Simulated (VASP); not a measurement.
# GaRe2P3 (P6_3/mmc) in VASP: relaxation of cell and atoms with PBE

Aim: the relaxation of cell and atoms of GaRe2P3 with PBE.

Everything below comes from runs of VASP 6.6.1. Logs are shortened: lines on timing, memory, paths and dates and some standing lists are left out, and cuts for length are marked.

## (1) The cell of the first run

The structure is hexagonal, space group P6_3/mmc (No. 194). Conventional cell: a = 3.038 Å, b = 3.038 Å, c = 22.545 Å, α = 90.00°, β = 90.00°, γ = 120.00°. Ga (site symmetry -6m2) has 6 P at 2.77 Å and 6 Ga at 3.04 Å within 3.6 Å. Within 3.1 Å of Re (site symmetry 3m) lie 6 P at 2.37 to 2.59 Å and 6 Re at 3.04 Å. P (site symmetry -3m) has 6 Re at 2.59 Å and 6 P at 3.04 Å within 3.4 Å. Within 3.1 Å of P (site symmetry 3m) lie 3 Re at 2.37 Å and 3 Ga at 2.77 Å and 6 P at 3.04 Å.

## (2) Relaxation of cell and atoms, PBE

INCAR reads:

```
PREC = Accurate ; ENCUT = 600
EDIFF = 1E-6 ; ISMEAR = 0
SIGMA = 0.1 ; LREAL = False
LASPH = True ; NELM = 100
ALGO = Normal ; ISIF = 3
LWAVE = False ; LCHARG = False
GGA = PE ; IBRION = 2
NSW = 100 ; EDIFFG = -0.01
```

KPOINTS reads:

```
regular mesh
0
Gamma
  12 12 2
```

POSCAR reads:

```
GaRe2P3
1.0
    3.0382493382      0.0000000000      0.0000000000
   -1.5191246691      2.6312011099      0.0000000000
    0.0000000000      0.0000000000     22.5454913089
Ga Re P
2 4 6
Direct
    0.0000000000      0.0000000000      0.2500000000
    0.0000000000      0.0000000000      0.7500000000
    0.3333333333      0.6666666667      0.9154873360
    0.6666666667      0.3333333333      0.4154873360
    0.6666666667      0.3333333333      0.0845126640
    0.3333333333      0.6666666667      0.5845126640
    0.0000000000      0.0000000000      0.5000000000
    0.0000000000      0.0000000000      0.0000000000
    0.3333333333      0.6666666667      0.3449008915
    0.6666666667      0.3333333333      0.8449008915
    0.6666666667      0.3333333333      0.6550991085
    0.3333333333      0.6666666667      0.1550991085
```

Potentials or basis: VASP PAW PBE potentials, release 64 (Ga_d, Re, P).

On the command line:

```sh
> cat potpaw_PBE.64/Ga_d/POTCAR potpaw_PBE.64/Re/POTCAR potpaw_PBE.64/P/POTCAR > POTCAR
> mpirun -np 1 vasp_std > vasp.out
```

OUTCAR:

```text
PREC = Accurate
   ENCUT = 600
   EDIFF = 1E-6
   ISMEAR = 0
   LREAL = False
   LASPH = True
   NELM = 100
   ISIF = 3
   GGA = PE
   IBRION = 2
   NSW = 100
   EDIFFG = -0.01

 ion  position               nearest neighbor table
   1  0.000  0.000  0.250-   9 2.77  12 2.77   9 2.77  12 2.77   9 2.77  12 2.77
   2  0.000  0.000  0.750-  10 2.77  11 2.77  10 2.77  11 2.77  10 2.77  11 2.77
   3  0.333  0.667  0.915-  10 2.37  10 2.37  10 2.37   8 2.59   8 2.59   8 2.59
   4  0.667  0.333  0.415-   9 2.37   9 2.37   9 2.37   7 2.59   7 2.59   7 2.59
   5  0.667  0.333  0.085-  12 2.37  12 2.37  12 2.37   8 2.59   8 2.59   8 2.59
   6  0.333  0.667  0.585-  11 2.37  11 2.37  11 2.37   7 2.59   7 2.59   7 2.59
   7  0.000  0.000  0.500-   4 2.59   6 2.59   6 2.59   4 2.59   4 2.59   6 2.59
   8  0.000  0.000  0.000-   3 2.59   5 2.59   3 2.59   5 2.59   5 2.59   3 2.59
   9  0.333  0.667  0.345-   4 2.37   4 2.37   4 2.37   1 2.77   1 2.77   1 2.77
  10  0.667  0.333  0.845-   3 2.37   3 2.37   3 2.37   2 2.77   2 2.77   2 2.77
  11  0.667  0.333  0.655-   6 2.37   6 2.37   6 2.37   2 2.77   2 2.77   2 2.77
  12  0.333  0.667  0.155-   5 2.37   5 2.37   5 2.37   1 2.77   1 2.77   1 2.77

  LATTYP: Found a hexagonal cell.
 ALAT       =     3.0382493382
 C/A-ratio  =     7.4205533514

  Lattice vectors:

 A1 = (   3.0382493382,   0.0000000000,   0.0000000000)
 A2 = (  -1.5191246691,   2.6312011099,   0.0000000000)
 A3 = (   0.0000000000,   0.0000000000,  22.5454913089)

Analysis of symmetry for initial positions (statically):
=====================================================================
 Subroutine PRICEL returns:
 Original cell was already a primitive cell.

 Routine SETGRP: Setting up the symmetry group for a
 hexagonal supercell.

 Subroutine GETGRP returns: Found 24 space group operations
 (whereof 12 operations were pure point group operations)
 out of a pool of 24 trial point group operations.

The static configuration has the point symmetry D_3d.
 The point group associated with its full space group is D_6h.

Analysis of symmetry for dynamics (positions and initial velocities):
=====================================================================
 Subroutine PRICEL returns:
 Original cell was already a primitive cell.

 Routine SETGRP: Setting up the symmetry group for a
 hexagonal supercell.

 Subroutine GETGRP returns: Found 24 space group operations
 (whereof 12 operations were pure point group operations)
 out of a pool of 24 trial point group operations.

The dynamic configuration has the point symmetry D_3d.
 The point group associated with its full space group is D_6h.

 Subroutine INISYM returns: Found 24 space group operations
 (whereof 12 operations are pure point group operations),
 and found     1 'primitive' translations

----------------------------------------------------------------------------------------

                                     Primitive cell

  volume of cell :     180.2342

  direct lattice vectors                    reciprocal lattice vectors
     3.038249338  0.000000000  0.000000000     0.329136910  0.190027284  0.000000000
    -1.519124669  2.631201110  0.000000000     0.000000000  0.380054568  0.000000000
     0.000000000  0.000000000 22.545491309     0.000000000  0.000000000  0.044354766

  length of vectors
     3.038249338  3.038249338 22.545491309     0.380054568  0.380054568  0.044354766

  position of ions in fractional coordinates (direct lattice)
     0.000000000  0.000000000  0.250000000
     0.000000000  0.000000000  0.750000000
     0.333333333  0.666666667  0.915487336
     0.666666667  0.333333333  0.415487336
     0.666666667  0.333333333  0.084512664
     0.333333333  0.666666667  0.584512664
     0.000000000  0.000000000  0.500000000
     0.000000000  0.000000000  0.000000000
     0.333333333  0.666666667  0.344900891
     0.666666667  0.333333333  0.844900892
     0.666666667  0.333333333  0.655099108
     0.333333333  0.666666667  0.155099109

  ion indices of the primitive-cell ions
   primitive index   ion index
                 1           1
                 2           2
                 3           3
                 4           4
                 5           5
                 6           6
                 7           7
[... 25 lines left out ...]
     0.000000000  0.000000000  0.000000000

 Subroutine IBZKPT returns following result:
 ===========================================

 Found     38 irreducible k-points:

 Following reciprocal coordinates:
            Coordinates               Weight
  0.000000  0.000000  0.000000      1.000000
  0.083333 -0.000000  0.000000      6.000000
  0.166667  0.000000  0.000000      6.000000
  0.250000 -0.000000  0.000000      6.000000
  0.333333  0.000000  0.000000      6.000000
  0.416667  0.000000  0.000000      6.000000
[... 16 lines left out ...]
  0.250000 -0.000000  0.500000      6.000000
  0.333333  0.000000  0.500000      6.000000
 [... further k-points ...]
   k-points           NKPTS =     38   k-points in BZ     NKDIM =     38   number of bands    NBANDS=     50
   number of dos      NEDOS =    301   number of ions     NIONS =     12
   total plane-waves  NPLWV = 103680
   dimension x,y,z NGX =    24 NGY =   24 NGZ =  180
   dimension x,y,z NGXF=    48 NGYF=   48 NGZF=  360
   ions per type =               2   4   6
   NGX,Y,Z   is equivalent  to a cutoff of  13.13, 13.13, 13.27 a.u.
   NGXF,Y,Z  is equivalent  to a cutoff of  26.26, 26.26, 26.55 a.u.
 SYSTEM =  unknown system
   PREC   = accura    normal or accurate (medium, high low for compatibility)
   ISTART =      0    job   : 0-new  1-cont  2-samecut
   ICHARG =      2    charge: 1-file 2-atom 10-const
   ISPIN  =      1    spin polarized calculation?
   LNONCOLLINEAR =      F non collinear calculations
   LSORBIT =      F    spin-orbit coupling
   LASPH  =      T    aspherical Exc in radial PAW
   ENCUT  =  600.0 eV  44.10 Ry    6.64 a.u.   6.07  6.07 45.03*2*pi/ulx,y,z
   NELM   =    100;   NELMIN=  2; NELMDL= -5     # of ELM steps
   EDIFF  = 0.1E-05   stopping-criterion for ELM
   LREAL  =      F    real-space projection
   EDIFFG = -.1E-01   stopping-criterion for IOM
   NSW    =    100    number of steps for IOM
   IBRION =      2    ionic relax: 0-MD 1-quasi-New 2-CG
   NFREE  =      1    steps in history (QN), initial steepest desc. (CG)
   ISIF   =      3    stress and relaxation
   ISYM   =      2    0-nonsym 1-usesym 2-fastsym
   POTIM  = 0.5000    time-step for ionic-motion
   TEBEG  =    0.0;   TEEND  =   0.0 temperature during run
   PSTRESS=    0.0 pullay stress
   NELECT =      84.0000    total number of electrons
   NUPDOWN=      -1.0000    fix difference up-down
   EMIN   =  10.00;   EMAX   =-10.00  energy-range for DOS
   EFERMI =   0.00;   METHOD = LEGACY
   ISMEAR =     0;   SIGMA  =   0.10  broadening in eV -4-tet -1-fermi 0-gaus
   EFERMI_NEDOS =   21; number of points for ismear=-14 and -15
   IALGO  =     38    algorithm
   IMIX   =      4    mixing-type and parameters
     AMIX     =   0.40;   BMIX     =  1.00
     AMIX_MAG =   1.60;   BMIX_MAG =  1.00
  volume/ion in A,a.u.               =      15.02       101.36
  Fermi-wavevector in a.u.,A,eV,Ry     =   1.269274  2.398581 21.919770  1.611058
  Thomas-Fermi vector in A             =   2.402324
   LORBIT       =      0    0 simple, 1 ext, 2 COOP (PROOUT), +10 PAW based schemes
   GGA     = PE    functional components
   LHFCALC =     F    Hartree Fock is set to
   AEXX    =    0.0000 exact exchange contribution
   IVDW    =     0    specifies the selected vdW correction
   LEPSILON=     F    determine dielectric tensor
   LRPA    =     F    only Hartree local field effects (RPA)
 conjugate gradient relaxation of ions
 non-spin polarized calculation
 Gauss-broadening in eV      SIGMA  =   0.10
  energy-cutoff  :      600.00
  volume of cell :      180.23
 maximum number of plane-waves:      6090
   NGX = 13   NGY = 13   NGZ = 91

--------------------------------------- Ionic step        1  -------------------------------------------

 number of electron      83.9999981 magnetization

 Free energy of the ion-electron system (eV)
  ---------------------------------------------------
  ext. energy  EPLUGINS =         0.00000000
  ---------------------------------------------------
  free energy    TOTEN  =       -88.14331544 eV

  energy without entropy =      -88.12192646  energy(sigma->0) =      -88.13262095

------------------------ aborting loop because EDIFF is reached ----------------------------------------

  FORCE on cell =-STRESS in cart. coord.  units (eV):
  Direction    XX          YY          ZZ          XY          YZ          ZX
  --------------------------------------------------------------------------------------
  -------------------------------------------------------------------------------------
  Total        0.3490091      0.3490091      0.9577098      0.0000000      0.0000000      0.0000000
  in kB        3.1024883      3.1024883      8.5134849      0.0000000      0.0000000      0.0000000
  external PRESSURE =       4.9061538 kB  Pullay stress =       0.0000000 kB
[... 119 lines left out ...]
  FREE ENERGIE OF THE ION-ELECTRON SYSTEM (eV)
  ---------------------------------------------------
  free  energy   TOTEN  =       -88.1524417701 eV

  energy  without entropy=      -88.1310033305  energy(sigma->0) =      -88.14172255

[... ionic steps 4 to 7 ...]

--------------------------------------- Ionic step        8  -------------------------------------------

 number of electron      83.9999980 magnetization

------------------------ aborting loop because EDIFF is reached ----------------------------------------
[... 87 lines left out ...]
--------------------------------------- Ionic step       10  -------------------------------------------

 number of electron      83.9999980 magnetization

 Free energy of the ion-electron system (eV)
  ---------------------------------------------------
  ext. energy  EPLUGINS =         0.00000000
  ---------------------------------------------------
  free energy    TOTEN  =       -88.15627857 eV

  energy without entropy =      -88.13457520  energy(sigma->0) =      -88.14542689

 E-fermi :   8.5052     XC(G=0): -12.1541

 val. band max:        8.4703750080   @ k =   0.2500   0.0833   0.0000
 cond. band min:       8.5253878656   @ k =   0.5000  -0.0000   0.5000
 fundamental gap:      0.0550128577
 Fermi energy:         8.5052315437

 k-point     1 :       0.0000    0.0000    0.0000
  band No.  band energies     occupation
      1      -6.6503      2.00000
      2      -6.6463      2.00000
      3      -6.5992      2.00000
      4      -6.5992      2.00000
      5      -6.5992      2.00000
      6      -6.5992      2.00000
[... 1261 lines left out ...]
     49      10.5861      0.00000
     50      10.5861      0.00000

 [... further k-points ...]

------------------------ aborting loop because EDIFF is reached ----------------------------------------

  FORCE on cell =-STRESS in cart. coord.  units (eV):
  Direction    XX          YY          ZZ          XY          YZ          ZX
  --------------------------------------------------------------------------------------
  -------------------------------------------------------------------------------------
  Total       -0.1186802     -0.1186802     -0.1143398      0.0000000      0.0000000      0.0000000
  in kB       -1.0576037     -1.0576037     -1.0189243      0.0000000      0.0000000      0.0000000
  external PRESSURE =      -1.0447106 kB  Pullay stress =       0.0000000 kB
[... 27 lines left out ...]
  FREE ENERGIE OF THE ION-ELECTRON SYSTEM (eV)
  ---------------------------------------------------
  free  energy   TOTEN  =       -88.1562785708 eV

  energy  without entropy=      -88.1345752007  energy(sigma->0) =      -88.14542689

 reached required accuracy - stopping structural energy minimisation
```

It took 54 min on 1 thread of Intel Xeon Platinum 8488C (Sapphire Rapids), shared host; peak memory 0.56 GiB.

Results:

```
Free energy                           : -88.1563 eV
Relaxed volume                        : 14.98 Å³/atom
Relaxed cell                          : a = 3.036 Å, b = 3.036 Å, c = 22.519 Å, α = 90.00°, β = 90.00°, γ = 120.00°
Space group after relaxing (to 0.1 Å) : P6_3/mmc (No. 194)
Energy gained by relaxing             : 1.1 meV/atom
Ionic steps                           : 10
Pressure after relaxing               : -0.1 GPa
Largest force after relaxing          : 0.006 eV/Å
Band gap on the k mesh                : zero (bands 42 and 43 overlap by 0.85 eV)
```

Forces in eV/Å, atoms in the order of the input:
```
Ga   0.000  0.000  0.000
Ga   0.000  0.000  0.000
Re   0.000  0.000 -0.006
Re   0.000  0.000 -0.006
Re   0.000  0.000  0.006
Re   0.000  0.000  0.006
P    0.000  0.000  0.000
P    0.000  0.000  0.000
P    0.000  0.000  0.000
P    0.000  0.000  0.000
P    0.000  0.000  0.000
P    0.000  0.000  0.000
```

The path:
```csv
step,energy change (eV),largest force (eV/Å),pressure (GPa),volume (Å³)
1,0.0000,0.3231,0.49,180.23
2,0.0000,0.2072,-1.95,181.44
3,-0.0091,0.0822,-0.76,180.83
4,-0.0124,0.0338,0.26,179.46
5,-0.0128,0.0184,0.01,179.77
6,-0.0128,0.0169,0.03,179.75
7,-0.0128,0.0161,-0.01,179.75
8,-0.0129,0.0284,0.01,179.76
9,-0.0129,0.0166,-0.10,179.77
10,-0.0130,0.0065,-0.10,179.79
```

Final structure:
```
Ga Re P
1.0
     3.03631    0.00000    0.00000
    -1.51816    2.62952    0.00000
     0.00000    0.00000   22.51866
Ga Re P
2 4 6
Direct
  0.00000 0.00000 0.25000
  0.00000 0.00000 0.75000
  0.33333 0.66667 0.91601
  0.66667 0.33333 0.41601
  0.66667 0.33333 0.08399
  0.33333 0.66667 0.58399
  0.00000 0.00000 0.50000
  0.00000 0.00000 0.00000
  0.33333 0.66667 0.34435
  0.66667 0.33333 0.84435
  0.66667 0.33333 0.65565
  0.33333 0.66667 0.15565
```

Levels at points of the mesh, in eV from the Fermi level:
| k point | band 38 | band 39 | band 40 | band 41 | band 42 | band 43 | band 44 | band 45 | band 46 | band 47 |
| --- | --- | --- | --- | --- | --- | --- | --- | --- | --- | --- |
| (0.00, 0.00, 0.00) | -0.63 | -0.45 | -0.45 | -0.45 | -0.45 | 1.20 | 1.24 | 2.75 | 2.75 | 2.80 |
| (0.50, 0.00, 0.00) | -2.13 | -0.40 | 0.23 | 0.39 | 0.49 | 1.50 | 1.68 | 1.82 | 1.97 | 1.97 |
| (0.00, 0.00, 0.50) | -0.63 | -0.45 | -0.45 | -0.45 | -0.45 | 1.22 | 1.22 | 2.77 | 2.77 | 2.77 |
| (0.50, 0.00, 0.50) | -2.34 | 0.02 | 0.02 | 0.30 | 0.30 | 1.57 | 1.57 | 1.97 | 1.97 | 1.98 |

Caveat: spin-orbit coupling is left out, which moves the levels of the heavy elements.

The gap in the log of VASP goes by the Fermi energy; the results here count the filled bands.